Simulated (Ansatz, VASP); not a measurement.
SiO2: VASP beside Ansatz

```
CELL_PARAMETERS angstrom
-2.51337 2.51337 3.68939
2.51337 -2.51337 3.68939
2.51337 2.51337 -3.68939
ATOMIC_POSITIONS crystal
Si 0.00000 0.00000 0.00000
Si 0.75000 0.25000 0.50000
O 0.95209 0.62500 0.82709
O 0.37500 0.20209 0.32709
O 0.79791 0.12500 0.17291
O 0.87500 0.04791 0.67291
```

Change from the starting cell: mode 6 (300.7 1/cm) frozen in, largest displacement +0.075 Å.

Alike in both runs: task single point; functional PBE; k mesh 6 × 6 × 6; occupations gaussian, width 0.05 eV; no spin polarisation.

|  | VASP | Ansatz |
| --- | --- | --- |
| version | VASP 6.6.1 | Ansatz 0.2.0 |
| potentials or method | VASP PAW PBE potentials, release 64 (Si, O), cutoff 520 eV | scalar-relativistic, plane waves, PAW |
| valence electrons in the cell | 32 | 32 |

|  | VASP | Ansatz | Ansatz less VASP |
| --- | --- | --- | --- |
| gap on the k mesh at the Fermi level (eV) | 5.79 | 5.79 | 0.000 |
| least direct gap on the mesh (eV) | 5.79 | 5.79 | 0.000 |
| pressure (GPa) | 5.0 | 4.9 | -0.10 |
| traceless stress, the component that is largest in VASP (GPa) | -0.43 | -0.46 | -0.026 |
| rms of the force components (eV/Å) | 0.155 | 0.157 | +0.0019 |

Atom by atom the forces differ by 0.002 eV/Å (rms over components).
